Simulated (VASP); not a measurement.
# AlN: single point with r2SCAN+D4

The system is AlN.

```xyz
2
Lattice="0.0000 2.1790 2.1790 2.1790 0.0000 2.1790 2.1790 2.1790 0.0000" Properties=species:S:1:pos:R:3 pbc="T T T"
Al    0.0000    0.0000    0.0000
N     3.2685    3.2685    3.2685
```

| Quantity | Value |
| --- | --- |
| Program | VASP 6.6.1 |
| Task | single point |
| Functional | r2SCAN |
| Dispersion | D4 |
| Potentials or basis | VASP PAW PBE potentials, release 64 (Al, N) |
| Cutoff | 520 eV |
| k mesh | 8 × 8 × 8 |
| Occupations | gaussian, width 0.01 eV |
| Spin | no spin polarisation |
| Dipole correction | no |
| Further INCAR settings | ALGO = Normal; EDIFF = 1e-06; NBANDS = 11 |

- Pressure: -0.4 GPa
- Band gap on the k mesh: 3.94 eV, indirect (least direct gap 4.96 eV)
- Dispersion energy per atom: -0.116 eV

Levels at points of the mesh, in eV from the valence-band top:
| k point | band 1 | band 2 | band 3 | band 4 | band 5 | band 6 | band 7 | band 8 | band 9 |
| --- | --- | --- | --- | --- | --- | --- | --- | --- | --- |
| (0.00, 0.00, 0.00) | -15.78 | 0.00 | 0.00 | 0.00 | 4.96 | 13.59 | 13.59 | 13.59 | 18.59 |
| (0.50, 0.00, 0.00) | -13.75 | -5.92 | -0.49 | -0.49 | 8.28 | 10.88 | 11.99 | 11.99 | 19.42 |
| (0.50, 0.50, 0.00) | -13.11 | -4.97 | -1.81 | -1.81 | 3.94 | 9.52 | 15.30 | 17.04 | 17.04 |

It took 21 s on 1 thread of Intel(R) Xeon(R) Platinum 8259CL CPU @ 2.50GHz (Skylake/Cascade Lake), on a shared host, peak memory 0.14 GiB.

Caveat: the PAW data sets were made with another functional, which shifts forces and pressure a little. r2SCAN opens gaps a little over a GGA but as a rule still falls short of measured ones.
